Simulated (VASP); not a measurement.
Al, 4 atoms in the cell. It takes space group P4/mmm (No. 123, tetragonal). Conventional cell: a = 6.384 Å, b = 6.384 Å, c = 2.716 Å, α = 90.00°, β = 90.00°, γ = 90.00°. Within 3.5 Å of Al (site symmetry m2m) lie 5 Al at 2.64 to 2.72 Å. 

```yaml
Program: VASP 6.6.1
Task: single point
Functional: PBE
Potentials_or_basis: VASP PAW PBE potentials, release 64 (Al)
Cutoff: 520 eV
k_mesh: 8 × 8 × 16
Occupations: gaussian, width 0.1 eV
Spin: no spin polarisation
Dipole_correction: no
Further_INCAR_settings: ALGO = Fast; EDIFF = 1e-06; NBANDS = 14
```

Potentials or basis: VASP PAW PBE potentials, release 64 (Al).

Launch:

```bash
$ cat potpaw_PBE.64/Al/POTCAR > POTCAR
$ mpirun -np 1 vasp_std > vasp.out
```

Hardware: 1 thread of Intel(R) Xeon(R) Platinum 8559C (Emerald Rapids), on a shared host.

Q: How long does it take, and how much memory?

A: Run time: 68 s on 1 thread of Intel(R) Xeon(R) Platinum 8559C (Emerald Rapids), with other jobs on the host, peak memory 0.3 GiB. Counts: scf iterations 14, k points 135.
